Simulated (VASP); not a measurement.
HfO2, 3 atoms in the cell. Symmetry: Fm-3m, No. 225, cubic system. The conventional cell has a = 5.115 Å, b = 5.115 Å, c = 5.115 Å, α = 90.00°, β = 90.00°, γ = 90.00°. Within 2.9 Å of Hf (site symmetry m-3m) lie 8 O at 2.21 Å. Within 2.9 Å of O (site symmetry -43m) lie 4 Hf at 2.21 Å and 6 O at 2.56 Å. 

```yaml
Program: VASP 6.6.1
Task: single point
Functional: BLYP
Potentials_or_basis: VASP PAW PBE potentials, release 64 (Hf_pv, O)
Cutoff: 520 eV
k_mesh: 9 × 9 × 9
Occupations: fermi-dirac, width 0.05 eV
Spin: no spin polarisation
Dipole_correction: no
Further_INCAR_settings: ALGO = Normal; EDIFF = 1e-07; NBANDS = 18
```

Potentials or basis: VASP PAW PBE potentials, release 64 (Hf_pv, O).

Run with:

```sh
$ cat potpaw_PBE.64/Hf_pv/POTCAR potpaw_PBE.64/O/POTCAR > POTCAR
$ mpirun -np 1 vasp_std > vasp.out
```

Hardware: 1 thread of Intel(R) Xeon(R) 6975P-C (Granite Rapids), with other jobs on the host.

Estimate the wall time of this run.

Wall time 18 s on 1 thread of Intel(R) Xeon(R) 6975P-C (Granite Rapids), with other jobs on the host, peak memory 0.16 GiB. Counts: scf iterations 13, k points 35.
